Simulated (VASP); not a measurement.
# Al2Cu (Immm) in VASP: further runs, part 2 of 2

VASP 6.6.1. Earlier steps stand in the parts before.

### 4 Single point, PBE (strain -0.0500 x Voigt [0, 1, 0, 0, 0, 0])

The input, INCAR:

```
SYSTEM = Al2Cu
PREC = Accurate
ENCUT = 520
EDIFF = 1E-6
ISMEAR = 0
SIGMA = 0.15
LREAL = .FALSE.
LASPH = .TRUE.
NELM = 100
ALGO = Fast
ISIF = 2
LWAVE = .FALSE.
LCHARG = .FALSE.
GGA = PE
NBANDS = 16
```

The input, KPOINTS:

```
regular mesh
0
G
  16 16 16
  0 0 0
```

The input, POSCAR:

```
Al2Cu
1.0
   -2.0446280232      1.9423966220      2.8912313231
    2.0446280232     -1.9423966220      2.8912313231
    2.0446280232      1.9423966220     -2.8912313231
Al Cu
2 1
Direct
    0.7500000000      0.2500000000      0.5000000000
    0.2500000000      0.7500000000      0.5000000000
    0.5000000000      0.5000000000      0.0000000000
```

Potentials or basis: VASP PAW PBE potentials, release 64 (Al, Cu).

Run with:

```
$ cat potpaw_PBE.64/Al/POTCAR potpaw_PBE.64/Cu/POTCAR > POTCAR
$ mpirun -np 1 vasp_std > vasp.out
```

OUTCAR:

```text
SYSTEM = Al2Cu
   PREC = Accurate
   ENCUT = 520
   EDIFF = 1E-6
   ISMEAR = 0
   LREAL = .FALSE.
   LASPH = .TRUE.
   NELM = 100
   ISIF = 2
   GGA = PE

 ion  position               nearest neighbor table
   1  0.750  0.250  0.500-   3 2.42   3 2.42   3 2.50   3 2.50   2 2.82   2 2.82   2 2.82   2 2.82
                             2 2.89   2 2.89
   2  0.250  0.750  0.500-   3 2.42   3 2.42   3 2.50   3 2.50   1 2.82   1 2.82   1 2.82   1 2.82
                             1 2.89   1 2.89
   3  0.500  0.500  0.000-   2 2.42   1 2.42   2 2.42   1 2.42   1 2.50   1 2.50   2 2.50   2 2.50

  LATTYP: Found a body centered orthorhombic cell.
 ALAT       =     3.8847932440
 B/A-ratio  =     1.0526315790
 C/A-ratio  =     1.4884865894

  Lattice vectors:

 A1 = (   2.0446280232,   1.9423966220,   2.8912313231)
 A2 = (  -2.0446280232,  -1.9423966220,   2.8912313231)
 A3 = (   2.0446280232,  -1.9423966220,  -2.8912313231)

Analysis of symmetry for initial positions (statically):
=====================================================================
 Subroutine PRICEL returns:
 Original cell was already a primitive cell.

 Routine SETGRP: Setting up the symmetry group for a
 body centered orthorhombic supercell.

 Subroutine GETGRP returns: Found  8 space group operations
 (whereof  8 operations were pure point group operations)
 out of a pool of  8 trial point group operations.

The static configuration has the point symmetry D_2h.

Analysis of symmetry for dynamics (positions and initial velocities):
=====================================================================
 Subroutine PRICEL returns:
 Original cell was already a primitive cell.

 Routine SETGRP: Setting up the symmetry group for a
 body centered orthorhombic supercell.

 Subroutine GETGRP returns: Found  8 space group operations
 (whereof  8 operations were pure point group operations)
 out of a pool of  8 trial point group operations.

The dynamic configuration has the point symmetry D_2h.

 Subroutine INISYM returns: Found  8 space group operations
 (whereof  8 operations are pure point group operations),
 and found     1 'primitive' translations

----------------------------------------------------------------------------------------

                                     Primitive cell

  volume of cell :      45.9299

  direct lattice vectors                    reciprocal lattice vectors
    -2.044628023  1.942396622  2.891231323     0.000000000  0.257413957  0.172936699
     2.044628023 -1.942396622  2.891231323     0.244543259  0.000000000  0.172936699
     2.044628023  1.942396622 -2.891231323     0.244543259  0.257413957  0.000000000

  length of vectors
     4.038889322  4.038889322  4.038889322     0.310111346  0.299513785  0.355054011

  position of ions in fractional coordinates (direct lattice)
     0.750000000  0.250000000  0.500000000
     0.250000000  0.750000000  0.500000000
     0.500000000  0.500000000  0.000000000

  ion indices of the primitive-cell ions
   primitive index   ion index
                 1           1
                 2           2
                 3           3

----------------------------------------------------------------------------------------

 KPOINTS: regular mesh

Automatic generation of k-mesh.
 Grid dimensions read from file:
[... 23 lines left out ...]
  0.062500  0.000000  0.000000      4.000000
  0.125000  0.000000  0.000000      4.000000
  0.187500 -0.000000  0.000000      4.000000
  0.250000  0.000000  0.000000      4.000000
  0.312500  0.000000  0.000000      4.000000
[... 16 lines left out ...]
 -0.187500  0.062500 -0.000000      8.000000
 -0.125000  0.062500  0.000000      8.000000
 [... further k-points ...]
   k-points           NKPTS =    621   k-points in BZ     NKDIM =    621   number of bands    NBANDS=     16
   number of dos      NEDOS =    301   number of ions     NIONS =      3
   total plane-waves  NPLWV =  27000
   dimension x,y,z NGX =    30 NGY =   30 NGZ =   30
   dimension x,y,z NGXF=    60 NGYF=   60 NGZF=   60
   ions per type =               2   1
   NGX,Y,Z   is equivalent  to a cutoff of  12.35, 12.35, 12.35 a.u.
   NGXF,Y,Z  is equivalent  to a cutoff of  24.70, 24.70, 24.70 a.u.
 SYSTEM =  Al2Cu
   PREC   = accura    normal or accurate (medium, high low for compatibility)
   ISTART =      0    job   : 0-new  1-cont  2-samecut
   ICHARG =      2    charge: 1-file 2-atom 10-const
   ISPIN  =      1    spin polarized calculation?
   LNONCOLLINEAR =      F non collinear calculations
   LSORBIT =      F    spin-orbit coupling
   LASPH  =      T    aspherical Exc in radial PAW
   ENCUT  =  520.0 eV  38.22 Ry    6.18 a.u.   7.51  7.51  7.51*2*pi/ulx,y,z
   NELM   =    100;   NELMIN=  2; NELMDL= -5     # of ELM steps
   EDIFF  = 0.1E-05   stopping-criterion for ELM
   LREAL  =      F    real-space projection
   EDIFFG = 0.1E-04   stopping-criterion for IOM
   NSW    =      0    number of steps for IOM
   IBRION =     -1    ionic relax: 0-MD 1-quasi-New 2-CG
   NFREE  =      0    steps in history (QN), initial steepest desc. (CG)
   ISIF   =      2    stress and relaxation
   ISYM   =      2    0-nonsym 1-usesym 2-fastsym
   POTIM  = 0.5000    time-step for ionic-motion
   TEBEG  =    0.0;   TEEND  =   0.0 temperature during run
   PSTRESS=    0.0 pullay stress
   NELECT =      17.0000    total number of electrons
   NUPDOWN=      -1.0000    fix difference up-down
   EMIN   =  10.00;   EMAX   =-10.00  energy-range for DOS
   EFERMI =   0.00;   METHOD = LEGACY
   ISMEAR =     0;   SIGMA  =   0.15  broadening in eV -4-tet -1-fermi 0-gaus
   EFERMI_NEDOS =   21; number of points for ismear=-14 and -15
   IALGO  =     68    algorithm
   IMIX   =      4    mixing-type and parameters
     AMIX     =   0.40;   BMIX     =  1.00
     AMIX_MAG =   1.60;   BMIX_MAG =  1.00
  volume/ion in A,a.u.               =      15.31       103.32
  Fermi-wavevector in a.u.,A,eV,Ry     =   1.175419  2.221220 18.797950  1.381610
  Thomas-Fermi vector in A             =   2.311800
   LORBIT       =      0    0 simple, 1 ext, 2 COOP (PROOUT), +10 PAW based schemes
   GGA     = PE    functional components
   LHFCALC =     F    Hartree Fock is set to
   AEXX    =    0.0000 exact exchange contribution
   IVDW    =     0    specifies the selected vdW correction
   LEPSILON=     F    determine dielectric tensor
   LRPA    =     F    only Hartree local field effects (RPA)
 non-spin polarized calculation
 RMM-DIIS sequential band-by-band and
 Gauss-broadening in eV      SIGMA  =   0.15
  energy-cutoff  :      520.00
  volume of cell :       45.93
 maximum number of plane-waves:      1261
   NGX = 15   NGY = 15   NGZ = 15

 number of electron      16.9999995 magnetization

 Free energy of the ion-electron system (eV)
  ---------------------------------------------------
  ext. energy  EPLUGINS =         0.00000000
  ---------------------------------------------------
  free energy    TOTEN  =       -11.66923049 eV

  energy without entropy =      -11.65983567  energy(sigma->0) =      -11.66453308

 E-fermi :   7.4215     XC(G=0): -10.6191

 val. band max:        7.4199032949   @ k =  -0.0625   0.3125   0.0625
 cond. band min:       7.4284225075   @ k =  -0.2500  -0.1250   0.1250
 fundamental gap:      0.0085192127
 Fermi energy:         7.4215036369

 k-point     1 :       0.0000    0.0000    0.0000
  band No.  band energies     occupation
      1      -3.0240      2.00000
      2       2.7044      2.00000
      3       2.7054      2.00000
      4       2.7243      2.00000
      5       3.2671      2.00000
      6       3.3135      2.00000
[... 433 lines left out ...]
      3       2.7366      2.00000
      4       2.7604      2.00000
      5       3.2601      2.00000
      6       3.2990      2.00000
[... 8 lines left out ...]
     15      13.9653      0.00000
     16      14.4638      0.00000

 [... further k-points ...]

------------------------ aborting loop because EDIFF is reached ----------------------------------------

  FORCE on cell =-STRESS in cart. coord.  units (eV):
  Direction    XX          YY          ZZ          XY          YZ          ZX
  --------------------------------------------------------------------------------------
  -------------------------------------------------------------------------------------
  Total        0.6266164      3.2796956      1.3338126     -0.0000000      0.0000000      0.0000000
  in kB       21.8583452    114.4060707     46.5275666     -0.0000000      0.0000000      0.0000000
  external PRESSURE =      60.9306608 kB  Pullay stress =       0.0000000 kB

 VOLUME and BASIS-vectors are now :
 -----------------------------------------------------------------------------
  energy-cutoff  :      520.00
  volume of cell :       45.93
      direct lattice vectors                 reciprocal lattice vectors
    -2.044628023  1.942396622  2.891231323     0.000000000  0.257413957  0.172936699
     2.044628023 -1.942396622  2.891231323     0.244543259  0.000000000  0.172936699
     2.044628023  1.942396622 -2.891231323     0.244543259  0.257413957  0.000000000

 POSITION                                       TOTAL-FORCE (eV/Angst)
 -----------------------------------------------------------------------------------
     -0.00000      1.94240      1.44562        -0.000000     -0.000000     -0.316135
      2.04463      0.00000      1.44562        -0.000000      0.000000      0.316135
      0.00000      0.00000      2.89123         0.000000     -0.000000     -0.000000
 -----------------------------------------------------------------------------------
    total drift:                                0.000000     -0.000000      0.000000

  FREE ENERGIE OF THE ION-ELECTRON SYSTEM (eV)
  ---------------------------------------------------
  free  energy   TOTEN  =       -11.6692304874 eV

  energy  without entropy=      -11.6598356726  energy(sigma->0) =      -11.66453308
```

Run time: 8.8 min. Hardware: 1 thread of AMD EPYC 7R13 (Zen 3), shared host; peak memory 0.5 GiB.

Results:

```yaml
Free_energy: -11.6692 eV
Pressure: 6.1 GPa
Largest_force: 0.316 eV/Å
Band_gap_on_the_k_mesh: zero (an odd number of electrons rules out a gap without spin polarisation)
```

Forces in eV/Å, atoms in the order of the input:
```
Al   0.000  0.000 -0.316
Al   0.000  0.000  0.316
Cu   0.000  0.000  0.000
```

Caveat: the cell differs from its parent crystal (strain -0.0500 x Voigt [0, 1, 0, 0, 0, 0]); the stress differs along the axes, from 2 to 11 GPa.

### 5 Summary

| cell | further INCAR settings | gap on the mesh (eV) | pressure (GPa) | largest force (eV/Å) |
| --- | --- | --- | --- | --- |
| a = 3.991 Å, angles 118.4, 125.1, 87.1°, 3 atoms | ALGO = Fast; EDIFF = 1e-06; NBANDS = 16 | none | 13.9 | 0.82 |
| a = 4.015 Å, angles 118.8, 123.8, 87.9°, 3 atoms | ALGO = Fast; EDIFF = 1e-07; NBANDS = 16 | none | 9.6 | 0.54 |
| a = 4.039 Å, angles 119.2, 122.5, 88.6°, 3 atoms | ALGO = Fast; EDIFF = 1e-06; NBANDS = 16 | none | 6.1 | 0.32 |

Alike in all rows: task single point; level PBE; potentials or basis VASP PAW PBE potentials, release 64 (Al, Cu); no spin polarisation; k mesh 16 × 16 × 16; cutoff (eV) 520; smearing gaussian 0.15 eV.

Caveats: the stress differs along the axes, from 5 to 25 GPa (at least some runs); the stress differs along the axes, from 3 to 18 GPa (at least some runs); the stress differs along the axes, from 2 to 11 GPa (at least some runs).

Absolute energies hang on the potentials; compare differences alone.
